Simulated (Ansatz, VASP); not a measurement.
## Li3NiPd in VASP and in Ansatz

```xyz
5
Lattice="3.8527 0.0000 0.0000 0.0000 3.8527 0.0000 0.0000 0.0000 3.8527" Properties=species:S:1:pos:R:3 pbc="T T T"
Li    0.0000    1.9264    1.9264
Li    1.9264    0.0000    1.9264
Li    1.9264    1.9264    0.0000
Ni    0.0000    0.0000    0.0000
Pd    1.9264    1.9264    1.9264
```

Alike in both runs: task relaxation of cell and atoms; functional PBE; k mesh 4 × 4 × 4; occupations gaussian, width 0.1 eV; no spin polarisation.

|  | VASP | Ansatz |
| --- | --- | --- |
| version | VASP 6.6.1 | Ansatz 0.2.0 |
| potentials or method | VASP PAW PBE potentials, release 64 (Li_sv, Ni, Pd), cutoff 600 eV | scalar-relativistic, plane waves, PAW |
| valence electrons in the cell | 29 | 45 |

```tsv
	VASP	Ansatz	Ansatz less VASP
gap on the k mesh at the Fermi level, each at its own relaxed structure (eV)	none	none	-
relaxed volume (Å³/atom)	17.88	18.50	+0.614
relaxed cell length with the largest relative difference (Å)	4.472	4.522	+0.0506
```

A gap of «none» marks a metal or a gap that the smearing closes. VASP's potentials hold 29 valence electrons a cell and Ansatz's 45, so a difference there can come from the potentials and not from the codes.

The k mesh is coarse, so the values compare programs but aren't converged. Noted on VASP's run: the cutoff is short for stress, so the pressure is rough; the volume moved by over 15 % at a fixed basis, so the end points are rough.
